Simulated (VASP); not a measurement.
Here is a VASP 6.6.1 calculation.

INCAR

```
PREC = Accurate
ENCUT = 520
EDIFF = 1E-6
ISMEAR = 0
SIGMA = 0.15
LREAL = F
LASPH = T
NELM = 60
ALGO = Fast
ISIF = 2
LWAVE = F
LCHARG = T
GGA = PE
LELF = T
LVHAR = T
NBANDS = 18
```

Contents of KPOINTS:

```
Automatic mesh
0
Gamma
  18 18 18
```

POSCAR

```
Cu
1.0
    1.1890956427     -3.8696505880      0.0000000000
    1.1890956427      3.8696505880      0.0000000000
    0.0000000000      0.0000000000      2.5142119659
Cu
2
Direct
    0.0210080975      0.7529377565      0.2500000000
    0.9789919025      0.2470622435      0.7500000000
```

Potentials or basis: VASP PAW PBE potentials, release 64 (Cu).

Command:

```sh
$ cat potpaw_PBE.64/Cu/POTCAR > POTCAR
$ mpirun -np 1 vasp_std > vasp.out
```

(1) What does it give for the pressure?

(2) What does it give for the largest force?

(3) Predict the band gap on the k mesh.

Answers

(1) 16.3 GPa.

(2) 1.468 eV/Å.

(3) zero (bands 11 and 12 overlap by 6.97 eV).

Caveat: the cell differs from its parent crystal (atoms displaced along a vibrational mode, the cell strained); the stress differs along the axes, from 13 to 21 GPa; forces of over 1 eV/Å act on the atoms, so gaps and moduli don't describe the material at rest.
